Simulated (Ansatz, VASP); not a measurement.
## Two plane-wave programs on LiCl

INCAR

```
SYSTEM = LiCl
  ALGO = Normal
  EDIFF = 1E-6
  ENCUT = 520
  GGA = PE
  ISIF = 2
  ISMEAR = 0
  LASPH = .TRUE.
  LCHARG = .FALSE.
  LREAL = .FALSE.
  LWAVE = .FALSE.
  NBANDS = 18
  NELM = 100
  PREC = Accurate
  SIGMA = 0.01
```

The input KPOINTS:

```
k-points
0
G
  6 6 4
  0 0 0
```

File POSCAR:

```
LiCl
1.0
    3.8466078893      0.0000000000      0.0000000000
   -1.9233039447      3.3312601505      0.0000000000
    0.0000000000      0.0000000000      6.1571033103
Li Cl
2 2
Direct
    0.3333333333      0.6666666667     -0.0029826314
    0.6666666667      0.3333333333      0.4970173686
    0.3333333333      0.6666666667      0.3779826314
    0.6666666667      0.3333333333      0.8779826314
```

Input for Ansatz:

```yaml
crystal:
  lattice:
    - [3.8466078893, 0.0, 0.0]
    - [-1.9233039447, 3.3312601505, 0.0]
    - [0.0, 0.0, 6.1571033103]
  atoms:
    - { symbol: Li, position: [0.3333333333, 0.6666666667, -0.0029826314] }
    - { symbol: Li, position: [0.6666666667, 0.3333333333, 0.4970173686] }
    - { symbol: Cl, position: [0.3333333333, 0.6666666667, 0.3779826314] }
    - { symbol: Cl, position: [0.6666666667, 0.3333333333, 0.8779826314] }
kpoints:
  mp_grid: { grid: [6, 6, 4] }
hamiltonian:
  xc: pbe
scf:
  occupations: { method: fixed }
  n_extra_bands: 5
output:
  forces: true
  stress: true
  eigenvalues: true
```

Alike in both runs: task single point; functional PBE; k mesh 6 × 6 × 4; no spin polarisation.

|  | VASP | Ansatz |
| --- | --- | --- |
| version | VASP 6.6.1 | Ansatz 0.2.0 |
| potentials or method | VASP PAW PBE potentials, release 64 (Li_sv, Cl) | plane waves, PAW |
| plane-wave cutoff (eV) | 520 | 420 |
| occupations | gaussian, width 0.01 eV | fixed |
| valence electrons in the cell | 20 | 20 |

```tsv
	VASP	Ansatz	Ansatz less VASP
gap on the k mesh at the Fermi level (eV)	6.15	6.15	-0.005
```

Noted on VASP's run: the cutoff is short for stress, so the pressure is rough.
